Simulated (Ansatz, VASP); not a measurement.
# Two plane-wave programs on TiN

File INCAR:

```
PREC = Accurate
ENCUT = 520
EDIFF = 1E-6
ISMEAR = 0
SIGMA = 0.15
LREAL = F
LASPH = T
NELM = 60
ALGO = Normal
ISIF = 2
LWAVE = F
LCHARG = F
GGA = PS
NBANDS = 16
```

Contents of KPOINTS:

```
regular mesh
0
Gamma
  14 14 14
```

Contents of POSCAR:

```
TiN
1.0
    0.0000000000      2.1019668650      2.1019668650
    2.1019668650      0.0000000000      2.1019668650
    2.1019668650      2.1019668650      0.0000000000
Ti N
1 1
Direct
    0.0000000000      0.0000000000      0.0000000000
    0.5000000000      0.5000000000      0.5000000000
```

Input for Ansatz:

```yaml
crystal:
  lattice:
    - [0.0, 2.1019668646, 2.1019668646]
    - [2.1019668646, 0.0, 2.1019668646]
    - [2.1019668646, 2.1019668646, 0.0]
  atoms:
    - { symbol: Ti, position: [0.0, 0.0, 0.0] }
    - { symbol: "N", position: [0.5, 0.5, 0.5] }
basis:
  ecutwfc: 420
kpoints:
  mp_grid: { grid: [14, 14, 14] }
hamiltonian:
  xc: pbesol
scf:
  occupations: { method: gaussian, width: 0.15 }
output:
  forces: true
  stress: true
  eigenvalues: true
  write_density: true
  write_potential: true
  elf: true
  volumetric_format: npy
```

Alike in both runs: task single point; functional PBEsol; k mesh 14 × 14 × 14; occupations gaussian, width 0.15 eV; no spin polarisation.

|  | VASP | Ansatz |
| --- | --- | --- |
| version | VASP 6.6.1 | Ansatz 0.2.0 |
| potentials or method | VASP PAW PBE potentials, release 64 (Ti_sv, N), cutoff 520 eV | scalar-relativistic, plane waves, PAW |
| valence electrons in the cell | 17 | 17 |

|  | VASP | Ansatz | Ansatz less VASP |
| --- | --- | --- | --- |
| gap on the k mesh at the Fermi level (eV) | none | none | - |
| pressure (GPa) | 0.5 | 0.1 | -0.46 |

VASP's potentials were made for PBE, not for PBEsol. A gap of «none» marks a metal or a gap that the smearing closes. With one functional, cell and mesh, what is left measures potentials, basis and numerics.
